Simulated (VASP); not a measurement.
Here is a VASP 6.6.1 calculation.

File POSCAR:

```
Sc
1.0
    0.0000000000      2.3272625000      2.3840250000
    2.3272625000      0.0000000000      2.3840250000
    2.3272625000      2.3272625000      0.0000000000
Sc
1
Direct
    0.0000000000      0.0000000000      0.0000000000
```

The input INCAR.step1:

```
PREC = Accurate
ENCUT = 520
ISMEAR = 0
SIGMA = 0.15
LREAL = False
LASPH = True
NELM = 80
NBANDS = 12
GGA = PE
ALGO = Normal
EDIFF = 1E-4
LWAVE = True
LCHARG = False
```

File INCAR.step2:

```
PREC = Accurate
ENCUT = 520
EDIFF = 1E-6
ISMEAR = 0
SIGMA = 0.15
LREAL = False
LASPH = True
NELM = 80
ALGO = Normal
ISIF = 2
LWAVE = False
LCHARG = False
METAGGA = R2SCAN
LMIXTAU = True
NBANDS = 12
ISTART = 1
```

Contents of KPOINTS:

```
Automatic mesh
0
Gamma
  18 18 18
```

Potentials or basis: VASP PAW PBE potentials, release 64 (Sc_sv).

The run is started by

```console
$ cat potpaw_PBE.64/Sc_sv/POTCAR > POTCAR
$ cp INCAR.step1 INCAR
$ mpirun -np 1 vasp_std > vasp.out
$ cp INCAR.step2 INCAR
$ mpirun -np 1 vasp_std > vasp.out
```

Question: Estimate the band gap on the k mesh.

Answer: Zero (an odd number of electrons rules out a gap without spin polarisation).

Question: What does it give for the pressure?

Answer: -1.2 GPa.

Stress tensor (GPa, compression positive):
```
-1.10  0.00  0.00
 0.00 -1.10  0.00
 0.00  0.00 -1.50
```

Caveat: the cell differs from its parent crystal (strain +0.025 along x and y, +0.050 along z); the PAW data sets were made with another functional, which shifts forces and pressure a little.
